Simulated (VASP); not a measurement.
The system is Be2Se.

```
CELL_PARAMETERS angstrom
4.73434 0.00000 0.00000
-2.36717 4.10006 0.00000
0.00000 0.00000 2.64144
ATOMIC_POSITIONS crystal
Be 0.33333 0.66667 0.50000
Be 0.66667 0.33333 0.50000
Se 0.00000 0.00000 0.50000
```

The cell was built from a structure type or drawn by symmetry, and may not be a known phase.

```yaml
Program: VASP 6.6.1
Task: relaxation of cell and atoms
Functional: PBE
Potentials_or_basis: VASP PAW PBE potentials, release 64 (Be, Se)
Cutoff: 600 eV
k_mesh: 6 × 6 × 6
Occupations: gaussian, width 0.1 eV
Spin: no spin polarisation
```

At the start: pressure -10.4 GPa; volume 17.09 Å³/atom.

Problem. Where does the relaxation end?

Solution. Over 14 steps the energy falls by 218.3 meV/atom and the volume is 14.09 Å³/atom (-17.5 %); space group P6/mmm (No. 191, to 0.1 Å) before and after.

The path:
```csv
step,energy change (eV),largest force (eV/Å),pressure (GPa),volume (Å³)
1,0.0000,0.0000,-10.38,51.27
2,-0.4129,0.0000,-4.92,43.48
3,-0.4730,0.0000,-0.82,40.63
4,-0.4762,0.0000,0.64,39.79
5,-0.5352,0.0000,2.57,39.23
6,-0.5437,0.0000,3.30,39.04
7,-0.5449,0.0000,5.58,38.62
8,-0.5940,0.0000,4.72,39.71
9,-0.6419,0.0000,0.51,42.36
10,-0.6494,0.0000,1.69,41.51
11,-0.6496,0.0000,1.51,41.63
12,-0.6539,0.0000,0.69,42.01
13,-0.6539,0.0000,0.69,42.01
14,-0.6549,0.0000,0.26,42.28
```

Final structure:
```
CELL_PARAMETERS angstrom
4.19048 0.00000 0.00000
-2.09524 3.62906 0.00000
0.00000 0.00000 2.78044
ATOMIC_POSITIONS crystal
Be 0.33333 0.66667 0.50000
Be 0.66667 0.33333 0.50000
Se 0.00000 0.00000 0.50000
```

Caveat: the k points lie up to 0.38 Å⁻¹ apart in the final cell, too coarse for converged energies and pressures of a metal; the volume moved by over 15 % at a fixed basis, so the end points are rough.
